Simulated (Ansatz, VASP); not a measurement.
## HfSn2Te6 in VASP and in Ansatz

INCAR

```
PREC = Accurate ; ENCUT = 520
EDIFF = 1E-6 ; ISMEAR = 0
SIGMA = 0.1 ; LREAL = F
LASPH = T ; NELM = 80
ALGO = Normal ; ISIF = 2
LWAVE = F ; LCHARG = F
GGA = PE ; NBANDS = 47
```

File KPOINTS:

```
regular mesh
0
Gamma
  6 6 6
```

Contents of POSCAR:

```
HfSn2Te6
1.0
    7.3273053454      0.0000000000      0.0000000000
   -3.6636526727      6.3456325704      0.0000000000
    0.0000000000      0.0000000000      6.4571941695
Hf Sn Te
1 2 6
Direct
    0.0000000000      0.0000000000      0.0000000000
    0.3333333333      0.6666666667      0.0000000000
    0.6666666667      0.3333333333      0.0000000000
    0.3190331769      0.0000000000      0.2651568059
    0.0000000000      0.3190331769      0.2651568059
    0.6809668231      0.6809668231      0.2651568059
    0.6809668231      0.0000000000      0.7348431941
    0.3190331769      0.3190331769      0.7348431941
    0.0000000000      0.6809668231      0.7348431941
```

Input for Ansatz:

```yaml
crystal:
  lattice:
    - [7.3273053454, 0.0, 0.0]
    - [-3.6636526727, 6.3456325704, 0.0]
    - [0.0, 0.0, 6.4571941695]
  atoms:
    - { symbol: Hf, position: [0.0, 0.0, 0.0] }
    - { symbol: Sn, position: [0.3333333333, 0.6666666667, 0.0] }
    - { symbol: Sn, position: [0.6666666667, 0.3333333333, 0.0] }
    - { symbol: Te, position: [0.3190331769, 0.0, 0.2651568059] }
    - { symbol: Te, position: [0.0, 0.3190331769, 0.2651568059] }
    - { symbol: Te, position: [0.6809668231, 0.6809668231, 0.2651568059] }
    - { symbol: Te, position: [0.6809668231, 0.0, 0.7348431941] }
    - { symbol: Te, position: [0.3190331769, 0.3190331769, 0.7348431941] }
    - { symbol: Te, position: [0.0, 0.6809668231, 0.7348431941] }
basis:
  ecutwfc: 420
kpoints:
  mp_grid: { grid: [6, 6, 6] }
  band_path:
    path:
      - [[0.0, 0.0, 0.0], [0.5, 0.0, 0.0], [0.33333333, 0.33333333, 0.0], [0.0, 0.0, 0.0], [0.0, 0.0, 0.5], [0.5, 0.0, 0.5], [0.33333333, 0.33333333, 0.5], [0.0, 0.0, 0.5]]
      - [[0.5, 0.0, 0.5], [0.5, 0.0, 0.0]]
      - [[0.33333333, 0.33333333, 0.5], [0.33333333, 0.33333333, 0.0], [0.33333333, 0.33333333, -0.5]]
    npoints: 14
hamiltonian:
  xc: pbe
scf:
  occupations: { method: gaussian, width: 0.1 }
  n_extra_bands: 22
output:
  forces: true
  stress: true
  eigenvalues: true
  populations: true
  dos: { projected: true, de: 0.02, nscf_kmesh: { grid: [8, 8, 8] } }
  bader: true
  write_density: true
  write_potential: true
  elf: true
  volumetric_format: npy
```

Alike in both runs: task single point; functional PBE; k mesh 6 × 6 × 6; occupations gaussian, width 0.1 eV; no spin polarisation.

```csv
,VASP,Ansatz
version,VASP 6.6.1,Ansatz 0.2.0
potentials or method,"VASP PAW PBE potentials, release 64 (Hf_pv, Sn_d, Te), cutoff 520 eV","scalar-relativistic, plane waves, PAW"
valence electrons in the cell,74,150
```

|  | VASP | Ansatz | Ansatz less VASP |
| --- | --- | --- | --- |
| gap on the k mesh at the Fermi level (eV) | none | none | - |
| pressure (GPa) | -0.1 | 0.0 | +0.06 |
| rms of the force components (eV/Å) | 0.008 | 0.000 | -0.0079 |

Atom by atom the forces differ by 0.008 eV/Å (rms over components). A gap of «none» marks a metal or a gap that the smearing closes. VASP's potentials hold 74 valence electrons a cell and Ansatz's 150, so a difference there can come from the potentials and not from the codes.

Spin-orbit coupling is off throughout.
